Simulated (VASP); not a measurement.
# HfN (Fm-3m) in VASP: settings compared

Aim: see how the results for HfN move with the level of theory and the settings. Levels: PBEsol, r2SCAN. Tasks: relaxation of cell and atoms, single point.

Program: VASP 6.6.1. These are calculated values, not measurements. Logs are shortened: lines on timing, memory, paths and dates and some standing lists are left out, and cuts for length are marked.

## Step 1: The cell of the first run

Symmetry: Fm-3m, No. 225, cubic system. The conventional cell has a = 4.512 Å, b = 4.512 Å, c = 4.512 Å, α = 90.00°, β = 90.00°, γ = 90.00°. Within 3.0 Å of Hf (site symmetry m-3m) lie 6 N at 2.26 Å. Within 3.0 Å of N (site symmetry m-3m) lie 6 Hf at 2.26 Å.

## Step 2: Relaxation of cell and atoms, PBEsol

File INCAR:

```
PREC = Accurate ; ENCUT = 600
EDIFF = 1E-7 ; ISMEAR = 0
SIGMA = 0.1 ; LREAL = False
LASPH = True ; NELM = 80
ALGO = Normal ; ISIF = 3
LWAVE = False ; LCHARG = False
GGA = PS ; IBRION = 2
NSW = 100 ; EDIFFG = -0.005
```

File KPOINTS:

```
regular mesh
0
Gamma
  16 16 16
```

File POSCAR:

```
HfN
1.0
    0.0000000000      2.2560000000      2.2560000000
    2.2560000000      0.0000000000      2.2560000000
    2.2560000000      2.2560000000      0.0000000000
Hf N
1 1
Direct
    0.0000000000      0.0000000000      0.0000000000
    0.5000000000      0.5000000000      0.5000000000
```

Potentials or basis: VASP PAW PBE potentials, release 64 (Hf_pv, N).

On the command line:

```console
cat potpaw_PBE.64/Hf_pv/POTCAR potpaw_PBE.64/N/POTCAR > POTCAR
mpirun -np 1 vasp_std > vasp.out
```

OUTCAR:

```text
PREC = Accurate
   ENCUT = 600
   EDIFF = 1E-7
   ISMEAR = 0
   LREAL = False
   LASPH = True
   NELM = 80
   ISIF = 3
   GGA = PS
   IBRION = 2
   NSW = 100
   EDIFFG = -0.005

 ion  position               nearest neighbor table
   1  0.000  0.000  0.000-   2 2.26   2 2.26   2 2.26   2 2.26   2 2.26   2 2.26
   2  0.500  0.500  0.500-   1 2.26   1 2.26   1 2.26   1 2.26   1 2.26   1 2.26

  LATTYP: Found a face centered cubic cell.
 ALAT       =     4.5120000000

  Lattice vectors:

 A1 = (   0.0000000000,   2.2560000000,   2.2560000000)
 A2 = (   2.2560000000,   0.0000000000,   2.2560000000)
 A3 = (   2.2560000000,   2.2560000000,   0.0000000000)

Analysis of symmetry for initial positions (statically):
=====================================================================
 Subroutine PRICEL returns:
 Original cell was already a primitive cell.

 Routine SETGRP: Setting up the symmetry group for a
 face centered cubic supercell.

 Subroutine GETGRP returns: Found 48 space group operations
 (whereof 48 operations were pure point group operations)
 out of a pool of 48 trial point group operations.

The static configuration has the point symmetry O_h .

Analysis of symmetry for dynamics (positions and initial velocities):
=====================================================================
 Subroutine PRICEL returns:
 Original cell was already a primitive cell.

 Routine SETGRP: Setting up the symmetry group for a
 face centered cubic supercell.

 Subroutine GETGRP returns: Found 48 space group operations
 (whereof 48 operations were pure point group operations)
 out of a pool of 48 trial point group operations.

The dynamic configuration has the point symmetry O_h .

 Subroutine INISYM returns: Found 48 space group operations
 (whereof 48 operations are pure point group operations),
 and found     1 'primitive' translations

----------------------------------------------------------------------------------------

                                     Primitive cell

  volume of cell :      22.9640

  direct lattice vectors                    reciprocal lattice vectors
     0.000000000  2.256000000  2.256000000    -0.221631206  0.221631206  0.221631206
     2.256000000  0.000000000  2.256000000     0.221631206 -0.221631206  0.221631206
     2.256000000  2.256000000  0.000000000     0.221631206  0.221631206 -0.221631206

  length of vectors
     3.190465797  3.190465797  3.190465797     0.383876509  0.383876509  0.383876509

  position of ions in fractional coordinates (direct lattice)
[... 101 lines left out ...]
  Fermi-wavevector in a.u.,A,eV,Ry     =   1.420440  2.684242 27.451783  2.017649
  Thomas-Fermi vector in A             =   2.541355
   LORBIT       =      0    0 simple, 1 ext, 2 COOP (PROOUT), +10 PAW based schemes
   GGA     = PS    functional components
   LHFCALC =     F    Hartree Fock is set to
   AEXX    =    0.0000 exact exchange contribution
   IVDW    =     0    specifies the selected vdW correction
   LEPSILON=     F    determine dielectric tensor
   LRPA    =     F    only Hartree local field effects (RPA)
 conjugate gradient relaxation of ions
 non-spin polarized calculation
 Gauss-broadening in eV      SIGMA  =   0.10
  energy-cutoff  :      600.00
  volume of cell :       22.96
 maximum number of plane-waves:       785
 NGX is ok and might be reduce to    28
   NGX = 13   NGY = 13   NGZ = 13

--------------------------------------- Ionic step        1  -------------------------------------------

 number of electron      15.0000002 magnetization

 Free energy of the ion-electron system (eV)
  ---------------------------------------------------
  ext. energy  EPLUGINS =         0.00000000
  ---------------------------------------------------
  free energy    TOTEN  =       -22.99388810 eV

  energy without entropy =      -22.99092733  energy(sigma->0) =      -22.99240772

------------------------ aborting loop because EDIFF is reached ----------------------------------------

  FORCE on cell =-STRESS in cart. coord.  units (eV):
  Direction    XX          YY          ZZ          XY          YZ          ZX
  --------------------------------------------------------------------------------------
  -------------------------------------------------------------------------------------
  Total       -0.6053154     -0.6053154     -0.6053154     -0.0000000     -0.0000000      0.0000000
  in kB      -42.2323256    -42.2323256    -42.2323256     -0.0000000     -0.0000000      0.0000000
  external PRESSURE =     -42.2323256 kB  Pullay stress =       0.0000000 kB
[... 59 lines left out ...]
--------------------------------------- Ionic step        3  -------------------------------------------

 number of electron      15.0000002 magnetization

 Free energy of the ion-electron system (eV)
  ---------------------------------------------------
  ext. energy  EPLUGINS =         0.00000000
  ---------------------------------------------------
  free energy    TOTEN  =       -22.99844642 eV

  energy without entropy =      -22.99550233  energy(sigma->0) =      -22.99697438

 E-fermi :   8.3585     XC(G=0): -12.9926

 val. band max:        8.3462902863   @ k =  -0.4375   0.3125   0.1250
 cond. band min:       8.3594846045   @ k =  -0.1250   0.0625   0.0000
 fundamental gap:      0.0131943182
 Fermi energy:         8.3585350411

 k-point     1 :       0.0000    0.0000    0.0000
  band No.  band energies     occupation
      1     -22.6199      2.00000
      2     -22.6199      2.00000
      3     -22.6199      2.00000
      4      -9.1837      2.00000
      5       5.3619      2.00000
      6       5.3619      2.00000
      7       5.3619      2.00000
      8       7.9840      2.00000
      9       7.9840      2.00000
     10       7.9840      2.00000
     11      10.3610      0.00000
[... 309 lines left out ...]
 k-point    24 :      -0.0625    0.0625    0.0000
  band No.  band energies     occupation
      1     -22.7250      2.00000
      2     -22.6460      2.00000
      3     -22.6218      2.00000
      4      -8.9346      2.00000
      5       4.3201      2.00000
      6       4.6688      2.00000
      7       4.9939      2.00000
      8       8.1621      1.99454
      9       8.1626      1.99440
     10       8.6214      0.00020
     11      10.5146      0.00000

 [... further k-points ...]

------------------------ aborting loop because EDIFF is reached ----------------------------------------

  FORCE on cell =-STRESS in cart. coord.  units (eV):
  Direction    XX          YY          ZZ          XY          YZ          ZX
  --------------------------------------------------------------------------------------
  -------------------------------------------------------------------------------------
  Total       -0.0048550     -0.0048550     -0.0048550     -0.0000000     -0.0000000      0.0000000
  in kB       -0.3437845     -0.3437845     -0.3437845     -0.0000000     -0.0000000      0.0000000
  external PRESSURE =      -0.3437845 kB  Pullay stress =       0.0000000 kB
[... 17 lines left out ...]
  FREE ENERGIE OF THE ION-ELECTRON SYSTEM (eV)
  ---------------------------------------------------
  free  energy   TOTEN  =       -22.9984464191 eV

  energy  without entropy=      -22.9955023336  energy(sigma->0) =      -22.99697438

 reached required accuracy - stopping structural energy minimisation
```

It took 54 s on 1 thread of Intel Xeon 6975P-C (Granite Rapids), shared host; peak memory 0.21 GiB.

What came out:

```
Free energy                            : -22.9984 eV
Relaxed volume                         : 11.31 Å³/atom
Relaxed cell                           : a = 3.175 Å, b = 3.175 Å, c = 3.175 Å, α = 60.00°, β = 60.00°, γ = 60.00°
Space group after relaxing (to 0.05 Å) : Fm-3m (No. 225)
Energy gained by relaxing              : 2.3 meV/atom
Ionic steps                            : 3
Pressure after relaxing                : 0.0 GPa
```

Step by step:
| step | energy change (eV) | largest force (eV/Å) | pressure (GPa) | volume (Å³) |
| --- | --- | --- | --- | --- |
| 1 | 0.0000 | 0.0000 | -4.22 | 22.96 |
| 2 | 0.0134 | 0.0000 | 9.10 | 21.97 |
| 3 | -0.0046 | 0.0000 | -0.03 | 22.63 |

Final structure:
```
Hf N
1.0
     0.00000    2.24488    2.24488
     2.24488    0.00000    2.24488
     2.24488    2.24488    0.00000
Hf N
1 1
Direct
  0.00000 0.00000 0.00000
  0.50000 0.50000 0.50000
```

Caveat: the PAW data sets were made with another functional, which shifts forces and pressure a little; spin-orbit coupling is left out, which moves the levels of the heavy elements.

## Step 3: Single point, PBEsol

This run uses another cell than the first one, of 11.40 Å³/atom, 0.993 times its volume.

File INCAR:

```
ALGO     = Normal         # electronic algorithm
EDIFF    = 1E-6           # SCF threshold, eV
ENCUT    = 520            # plane-wave cutoff, eV
GGA      = PS             # functional
ISIF     = 2              # what is computed and relaxed
ISMEAR   = 0              # smearing method
LASPH    = T              # aspherical terms in the spheres
LCHARG   = T              # write CHGCAR
LELF     = T              # ELF
LREAL    = F              # projectors in reciprocal space
LVHAR    = T            
LWAVE    = F              # write WAVECAR
NBANDS   = 14             # bands
NELM     = 80             # most SCF steps
PREC     = Accurate       # precision mode
SIGMA    = 0.1            # smearing width, eV
```

File KPOINTS:

```
k-points
0
Gamma
  16 16 16
```

File POSCAR:

```
HfN
1.0
    0.0000000000      2.2508709353      2.2508709353
    2.2508709353      0.0000000000      2.2508709353
    2.2508709353      2.2508709353      0.0000000000
Hf N
1 1
Direct
    0.0000000000      0.0000000000      0.0000000000
    0.5000000000      0.5000000000      0.5000000000
```

Potentials or basis: VASP PAW PBE potentials, release 64 (Hf_pv, N).

On the command line:

```console
cat potpaw_PBE.64/Hf_pv/POTCAR potpaw_PBE.64/N/POTCAR > POTCAR
mpirun -np 1 vasp_std > vasp.out
```

Wall time 12 s (1 thread of Intel Xeon 6975P-C (Granite Rapids), shared host); peak memory 0.17 GiB.

The run converged. Its results:

```yaml
Free_energy: -22.9948 eV
Pressure: -2.2 GPa
```

Levels at points of the mesh, in eV from the Fermi level:
```csv
k point,band 4,band 5,band 6,band 7,band 8,band 9,band 10,band 11,band 12,band 13
"(0.00, 0.00, 0.00)",-17.49,-2.99,-2.99,-2.99,-0.37,-0.37,-0.37,1.92,1.98,1.98
"(0.50, 0.00, 0.00)",-14.65,-8.96,-6.22,-6.22,3.35,3.78,3.78,4.47,9.01,9.01
"(0.50, 0.50, 0.00)",-16.37,-5.38,-3.88,-3.65,-3.65,4.16,5.64,5.64,5.75,8.09
```

Caveat: the PAW data sets were made with another functional, which shifts forces and pressure a little; spin-orbit coupling is left out, which moves the levels of the heavy elements.

## Step 4: Single point, r2SCAN

This run uses another cell than the first one, of 11.40 Å³/atom, 0.993 times its volume.

POSCAR is that of step 3.

File INCAR.step1:

```
SYSTEM = HfN
PREC = Accurate
ENCUT = 520
ISMEAR = 0
SIGMA = 0.1
LREAL = .FALSE.
LASPH = .TRUE.
NELM = 100
NBANDS = 14
GGA = PE
ALGO = Normal
EDIFF = 1E-4
LWAVE = .TRUE.
LCHARG = .FALSE.
```

File INCAR.step2:

```
SYSTEM = HfN
PREC = Accurate
ENCUT = 520
EDIFF = 1E-7
ISMEAR = 0
SIGMA = 0.1
LREAL = .FALSE.
LASPH = .TRUE.
NELM = 100
ALGO = Normal
ISIF = 2
LWAVE = .FALSE.
LCHARG = .FALSE.
METAGGA = R2SCAN
LMIXTAU = .TRUE.
NBANDS = 14
ISTART = 1
```

File KPOINTS:

```
Automatic mesh
0
G
  16 16 16
  0 0 0
```

On the command line:

```console
cat potpaw_PBE.64/Hf_pv/POTCAR potpaw_PBE.64/N/POTCAR > POTCAR
cp INCAR.step1 INCAR
mpirun -np 1 vasp_std > vasp.out
cp INCAR.step2 INCAR
mpirun -np 1 vasp_std > vasp.out
```

It took 52 s on 1 thread of Intel Xeon 6975P-C (Granite Rapids), shared host; peak memory 0.18 GiB.

Results (log left out):

| Property | Result |
| --- | --- |
| Free energy | -58.2377 eV |
| Pressure | 1.9 GPa |

Levels at points of the mesh, in eV from the Fermi level:
```tsv
k point	band 6	band 7	band 8	band 9	band 10	band 11
(0.00, 0.00, 0.00)	-3.44	-3.44	-0.34	-0.34	-0.34	2.04
(0.50, 0.00, 0.00)	-6.71	-6.71	3.44	3.84	3.84	4.67
(0.50, 0.50, 0.00)	-4.14	-4.14	-3.94	4.19	5.64	5.64
```

Caveat: the PAW data sets were made with another functional, which shifts forces and pressure a little; spin-orbit coupling is left out, which moves the levels of the heavy elements.

## Step 5: Summary

| task | level | cell | cutoff (eV) | gap on the mesh (eV) | pressure (GPa) |
| --- | --- | --- | --- | --- | --- |
| relaxation of cell and atoms | PBEsol | relaxed from a = 3.190 Å, angles 60.0°, 2 atoms | 600 | none | 0.0 |
| single point | PBEsol | a = 3.183 Å, angles 60.0°, 2 atoms | 520 | none | -2.2 |
| single point | r2SCAN | a = 3.183 Å, angles 60.0°, 2 atoms | 520 | none | 1.9 |

Alike in all rows: potentials or basis VASP PAW PBE potentials, release 64 (Hf_pv, N); no spin polarisation; k mesh 16 × 16 × 16; smearing gaussian 0.1 eV.

Caveats: the PAW data sets were made with another functional, which shifts forces and pressure a little; spin-orbit coupling is left out, which moves the levels of the heavy elements.

Absolute energies hang on the potentials; compare differences alone.
